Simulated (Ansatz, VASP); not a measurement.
# One calculation of TaN, two programs

File INCAR:

```
  PREC = Accurate
  ENCUT = 520
  EDIFF = 1E-7
  ISMEAR = 0
  SIGMA = 0.15
  LREAL = False
  LASPH = True
  NELM = 60
  ALGO = Normal
  ISIF = 2
  LWAVE = False
  LCHARG = True
  GGA = PS
  LELF = True
  LVHAR = True
  NBANDS = 15
```

KPOINTS

```
regular mesh
0
Gamma
  20 20 20
```

Contents of POSCAR:

```
TaN
1.0
    0.2739432882      2.3326353335      2.3326353335
    2.3326353335      0.2739432882      2.3326353335
    2.3326353335      2.3326353335      0.2739432882
Ta N
1 1
Direct
    0.5000000000      0.5000000000      0.5000000000
    0.0000000000      0.0000000000      0.0000000000
```

Input for Ansatz:

```yaml
crystal:
  lattice:
    - [0.2739432882, 2.3326353335, 2.3326353335]
    - [2.3326353335, 0.2739432882, 2.3326353335]
    - [2.3326353335, 2.3326353335, 0.2739432882]
  atoms:
    - { symbol: Ta, position: [0.5, 0.5, 0.5] }
    - { symbol: "N", position: [0.0, 0.0, 0.0] }
basis:
  ecutwfc: 520.0
kpoints:
  mp_grid: { grid: [20, 20, 20] }
hamiltonian:
  xc: pbesol
  pseudopotentials: { kind: paw, azcp: { folder: soft_1 } }
scf:
  occupations: { method: gaussian, width: 0.15 }
output:
  forces: true
  stress: true
  eigenvalues: true
```

Alike in both runs: task single point; functional PBEsol; k mesh 20 × 20 × 20; occupations gaussian, width 0.15 eV; no spin polarisation.

```csv
,VASP,Ansatz
version,VASP 6.6.1,Ansatz 0.2.0
potentials or method,"VASP PAW PBE potentials, release 64 (Ta_pv, N), cutoff 520 eV","scalar-relativistic, plane waves, PAW"
valence electrons in the cell,16,18
```

|  | VASP | Ansatz | Ansatz less VASP |
| --- | --- | --- | --- |
| gap on the k mesh at the Fermi level (eV) | none | none | - |
| pressure (GPa) | 2.7 | 1.5 | -1.23 |
| traceless stress, the component that is largest in VASP (GPa) | -6.46 | -6.58 | -0.121 |

VASP's potentials were made for PBE, not for PBEsol, and Ansatz warns of the same on its side. A gap of «none» marks a metal or a gap that the smearing closes. VASP's potentials hold 16 valence electrons a cell and Ansatz's 18, so a difference there can come from the potentials and not from the codes.

Neither program's run includes spin-orbit coupling.
